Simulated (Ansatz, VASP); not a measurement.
# CsPt in VASP and in Ansatz

```
CELL_PARAMETERS angstrom
0.00000 3.50586 3.50586
3.50586 0.00000 3.50586
3.50586 3.50586 0.00000
ATOMIC_POSITIONS crystal
Cs 0.00000 0.00000 0.00000
Pt 0.25000 0.25000 0.25000
```

Change from the starting cell: species swapped into the MnSe type (F-43m, No. 216).

Alike in both runs: task relaxation of cell and atoms; functional PBE; k mesh 14 × 14 × 14; occupations gaussian, width 0.1 eV; no spin polarisation.

|  | VASP | Ansatz |
| --- | --- | --- |
| version | VASP 6.6.1 | Ansatz 0.2.0 |
| potentials or method | VASP PAW PBE potentials, release 64 (Cs_sv, Pt), cutoff 600 eV | scalar-relativistic, plane waves, PAW |
| valence electrons in the cell | 19 | 27 |

Ansatz gave:

* gap on the k mesh at the Fermi level, each at its own relaxed structure (eV): none
* relaxed volume (Å³/atom): 45.75
* relaxed cell length with the largest relative difference (Å): 5.058

Q: What did VASP give for the same quantities?

A: gap on the k mesh at the Fermi level, each at its own relaxed structure (eV): none; relaxed volume (Å³/atom): 48.59; relaxed cell length with the largest relative difference (Å): 5.161.

A gap of «none» marks a metal or a gap that the smearing closes. One of these differences is far larger than is usual between the two programs; its cause wasn't traced. VASP's potentials hold 19 valence electrons a cell and Ansatz's 27, so a difference there can come from the potentials and not from the codes.

Neither program's run includes spin-orbit coupling.
